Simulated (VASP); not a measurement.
# GaN (P6_3mc) in VASP: settings compared, part 2 of 2

VASP 6.6.1.

### 3 Single point, PBE

This run uses another cell than the first one, of 11.37 Å³/atom, 0.943 times its volume.

File INCAR:

```
  PREC = Accurate
  ENCUT = 520
  EDIFF = 1E-7
  ISMEAR = 0
  SIGMA = 0.01
  LREAL = F
  LASPH = T
  NELM = 60
  ALGO = Normal
  ISIF = 2
  LWAVE = F
  LCHARG = T
  GGA = PE
  LELF = T
  LVHAR = T
  NBANDS = 26
```

File KPOINTS:

```
regular mesh
0
Gamma
  12 12 6
```

File POSCAR:

```
GaN
1.0
    3.1831495935      0.0000000000      0.0000000000
   -1.5915747967      2.7566884120      0.0000000000
    0.0000000000      0.0000000000      5.1836256325
Ga N
2 2
Direct
    0.3333333333      0.6666666667     -0.0008868489
    0.6666666667      0.3333333333      0.4991131511
    0.3333333333      0.6666666667      0.3758868489
    0.6666666667      0.3333333333      0.8758868489
```

Potentials or basis: VASP PAW PBE potentials, release 64 (Ga_d, N).

On the command line:

```bash
cat potpaw_PBE.64/Ga_d/POTCAR potpaw_PBE.64/N/POTCAR > POTCAR
mpirun -np 1 vasp_std > vasp.out
```

OUTCAR:

```text
PREC = Accurate
   ENCUT = 520
   EDIFF = 1E-7
   ISMEAR = 0
   LREAL = F
   LASPH = T
   NELM = 60
   ISIF = 2
   GGA = PE

 ion  position               nearest neighbor table
   1  0.333  0.667  0.999-   4 1.95   4 1.95   4 1.95   3 1.95
   2  0.667  0.333  0.499-   3 1.95   3 1.95   3 1.95   4 1.95
   3  0.333  0.667  0.376-   2 1.95   2 1.95   2 1.95   1 1.95
   4  0.667  0.333  0.876-   1 1.95   1 1.95   1 1.95   2 1.95

  LATTYP: Found a hexagonal cell.
 ALAT       =     3.1831495935
 C/A-ratio  =     1.6284580665

  Lattice vectors:

 A1 = (   3.1831495935,   0.0000000000,   0.0000000000)
 A2 = (  -1.5915747967,   2.7566884120,   0.0000000000)
 A3 = (   0.0000000000,   0.0000000000,   5.1836256325)

Analysis of symmetry for initial positions (statically):
=====================================================================
 Subroutine PRICEL returns:
 Original cell was already a primitive cell.

 Routine SETGRP: Setting up the symmetry group for a
 hexagonal supercell.

 Subroutine GETGRP returns: Found 12 space group operations
 (whereof  6 operations were pure point group operations)
 out of a pool of 24 trial point group operations.

The static configuration has the point symmetry C_3v.
 The point group associated with its full space group is C_6v.

Analysis of symmetry for dynamics (positions and initial velocities):
=====================================================================
 Subroutine PRICEL returns:
 Original cell was already a primitive cell.

 Routine SETGRP: Setting up the symmetry group for a
 hexagonal supercell.

 Subroutine GETGRP returns: Found 12 space group operations
 (whereof  6 operations were pure point group operations)
 out of a pool of 24 trial point group operations.

The dynamic configuration has the point symmetry C_3v.
 The point group associated with its full space group is C_6v.

 Subroutine INISYM returns: Found 12 space group operations
 (whereof  6 operations are pure point group operations),
[... 113 lines left out ...]
   EMIN   =  10.00;   EMAX   =-10.00  energy-range for DOS
   EFERMI =   0.00;   METHOD = LEGACY
   ISMEAR =     0;   SIGMA  =   0.01  broadening in eV -4-tet -1-fermi 0-gaus
   EFERMI_NEDOS =   21; number of points for ismear=-14 and -15
   IALGO  =     38    algorithm
   IMIX   =      4    mixing-type and parameters
     AMIX     =   0.40;   BMIX     =  1.00
     AMIX_MAG =   1.60;   BMIX_MAG =  1.00
  volume/ion in A,a.u.               =      11.37        76.74
  Fermi-wavevector in a.u.,A,eV,Ry     =   1.514315  2.861640 31.200197  2.293150
  Thomas-Fermi vector in A             =   2.623989
   LORBIT       =      0    0 simple, 1 ext, 2 COOP (PROOUT), +10 PAW based schemes
   GGA     = PE    functional components
   LHFCALC =     F    Hartree Fock is set to
   AEXX    =    0.0000 exact exchange contribution
   IVDW    =     0    specifies the selected vdW correction
   LEPSILON=     F    determine dielectric tensor
   LRPA    =     F    only Hartree local field effects (RPA)
 non-spin polarized calculation
 Gauss-broadening in eV      SIGMA  =   0.01
  energy-cutoff  :      520.00
  volume of cell :       45.49
 maximum number of plane-waves:      1248
 NGX is ok and might be reduce to    24
   NGX = 11   NGY = 11   NGZ = 19

 number of electron      35.9999993 magnetization

 Free energy of the ion-electron system (eV)
  ---------------------------------------------------
  ext. energy  EPLUGINS =         0.00000000
  ---------------------------------------------------
  free energy    TOTEN  =       -24.29726830 eV

  energy without entropy =      -24.29726830  energy(sigma->0) =      -24.29726830

 E-fermi :   5.4071     XC(G=0): -11.6932

 val. band max:        5.3664719966   @ k =   0.0000   0.0000   0.0000
 cond. band min:       7.3083359497   @ k =   0.0000   0.0000   0.0000
 fundamental gap:      1.9418639531
 Fermi energy:         5.4071352543

 k-point     1 :       0.0000    0.0000    0.0000
  band No.  band energies     occupation
      1     -10.6503      2.00000
      2      -9.7152      2.00000
      3      -8.0745      2.00000
      4      -8.0593      2.00000
      5      -8.0593      2.00000
      6      -7.9972      2.00000
[... 685 lines left out ...]
     25      16.7317      0.00000
     26      18.5219      0.00000

 [... further k-points ...]
[... 5 lines left out ...]
  --------------------------------------------------------------------------------------
  -------------------------------------------------------------------------------------
  Total        1.7588580      1.7588580      1.7948598      0.0000000      0.0000000      0.0000000
  in kB       61.9530935     61.9530935     63.2212033      0.0000000      0.0000000      0.0000000
  external PRESSURE =      62.3757968 kB  Pullay stress =       0.0000000 kB

 VOLUME and BASIS-vectors are now :
 -----------------------------------------------------------------------------
  energy-cutoff  :      520.00
  volume of cell :       45.49
      direct lattice vectors                 reciprocal lattice vectors
     3.183149594  0.000000000  0.000000000     0.314154258  0.181377046  0.000000000
    -1.591574797  2.756688412  0.000000000     0.000000000  0.362754091  0.000000000
     0.000000000  0.000000000  5.183625633     0.000000000  0.000000000  0.192915166

 POSITION                                       TOTAL-FORCE (eV/Angst)
 -----------------------------------------------------------------------------------
     -0.00000      1.83779      5.17903         0.000000      0.000000      0.004538
      1.59157      0.91890      2.58722        -0.000000      0.000000      0.004538
     -0.00000      1.83779      1.94846        -0.000000      0.000000     -0.004538
      1.59157      0.91890      4.54027         0.000000     -0.000000     -0.004538
 -----------------------------------------------------------------------------------
    total drift:                               -0.000001     -0.000001     -0.001090

  FREE ENERGIE OF THE ION-ELECTRON SYSTEM (eV)
  ---------------------------------------------------
  free  energy   TOTEN  =       -24.2972682980 eV

  energy  without entropy=      -24.2972682980  energy(sigma->0) =      -24.29726830
```

Wall time 2 min (1 thread of AMD EPYC 7R13, shared host); peak memory 0.18 GiB.

What came out:

| Item | Value |
| --- | --- |
| Free energy | -24.2973 eV |
| Pressure | 6.2 GPa |
| Largest force | 0.005 eV/Å |
| Band gap on the k mesh | 1.94 eV, direct |

Forces on the atoms (eV/Å):
```
Ga   0.000  0.000  0.005
Ga   0.000  0.000  0.005
N    0.000  0.000 -0.005
N    0.000  0.000 -0.005
```

### 4 Single point, r2SCAN

This run uses another cell than the first one, of 11.37 Å³/atom, 0.943 times its volume.

POSCAR is that of step 3.

File INCAR.step1:

```
PREC = Accurate ; ENCUT = 520
ISMEAR = 0 ; SIGMA = 0.01
LREAL = F ; LASPH = T
NELM = 100 ; NBANDS = 26
GGA = PE ; ALGO = Normal
EDIFF = 1E-4 ; LWAVE = T
LCHARG = F
```

File INCAR.step2:

```
PREC = Accurate ; ENCUT = 520
EDIFF = 1E-6 ; ISMEAR = 0
SIGMA = 0.01 ; LREAL = F
LASPH = T ; NELM = 100
ALGO = Normal ; ISIF = 2
LWAVE = F ; LCHARG = T
METAGGA = R2SCAN ; LMIXTAU = T
LELF = T ; LVHAR = T
NBANDS = 26 ; ISTART = 1
```

File KPOINTS:

```
Automatic mesh
0
Gamma
  12 12 6
```

On the command line:

```bash
cat potpaw_PBE.64/Ga_d/POTCAR potpaw_PBE.64/N/POTCAR > POTCAR
cp INCAR.step1 INCAR
mpirun -np 1 vasp_std > vasp.out
cp INCAR.step2 INCAR
mpirun -np 1 vasp_std > vasp.out
```

It took 9.4 min on 1 thread of AMD EPYC 7R13, shared host; peak memory 0.19 GiB.

Results (log left out):

```
Free energy            : -43.8209 eV
Pressure               : 1.1 GPa
Largest force          : 0.005 eV/Å
Band gap on the k mesh : 2.34 eV, direct
```

Forces in eV/Å, atoms in the order of the input:
```
Ga   0.000  0.000  0.005
Ga   0.000  0.000  0.005
N    0.000  0.000 -0.005
N    0.000  0.000 -0.005
```

Stress tensor (GPa, compression positive):
```
1.11 0.00 0.00
0.00 1.11 0.00
0.00 0.00 0.99
```

Levels at points of the mesh, in eV from the valence-band top:
| k point | band 16 | band 17 | band 18 | band 19 | band 20 | band 21 |
| --- | --- | --- | --- | --- | --- | --- |
| (0.00, 0.00, 0.00) | -0.04 | 0.00 | 0.00 | 2.34 | 4.81 | 9.96 |
| (0.50, 0.00, 0.00) | -2.84 | -2.24 | -1.03 | 5.58 | 6.12 | 6.55 |
| (0.00, 0.00, 0.50) | -0.55 | -0.55 | -0.55 | 4.77 | 4.77 | 9.18 |
| (0.50, 0.00, 0.50) | -2.01 | -1.95 | -1.95 | 4.89 | 4.89 | 8.42 |

Caveat: the PAW data sets were made with another functional, which shifts forces and pressure a little.

### 5 Overview

```csv
level,cell,k mesh,gap on the mesh (eV),pressure (GPa)
r2SCAN,"a = 3.246, b = 3.246, c = 5.285 Å, angles 90.0, 90.0, 120.0°, 4 atoms",9 × 9 × 4,1.94,-9.2
PBE,"a = 3.183, b = 3.183, c = 5.184 Å, angles 90.0, 90.0, 120.0°, 4 atoms",12 × 12 × 6,1.94,6.2
r2SCAN,"a = 3.183, b = 3.183, c = 5.184 Å, angles 90.0, 90.0, 120.0°, 4 atoms",12 × 12 × 6,2.34,1.1
```

Alike in all rows: task single point; potentials or basis VASP PAW PBE potentials, release 64 (Ga_d, N); no spin polarisation; cutoff (eV) 520; smearing gaussian 0.01 eV.

Caveats: the PAW data sets were made with another functional, which shifts forces and pressure a little (some runs).

Total energies depend on the potentials used, so only differences within one code and one set of settings carry meaning.

### 6 Against experiment

Step 4. Against the measured gap of GaN, 3.503 eV (direct; quoted in “Studying electronic properties in GaN without electrical contacts using γ-γ vs e−-γ Perturbed Angular Correlations”, 2019, pmc:6823545), the calculated 2.34 eV is off by -1.16 eV. Spin-orbit coupling on Ga is left out. The value is that of r2SCAN, without temperature or zero-point motion.
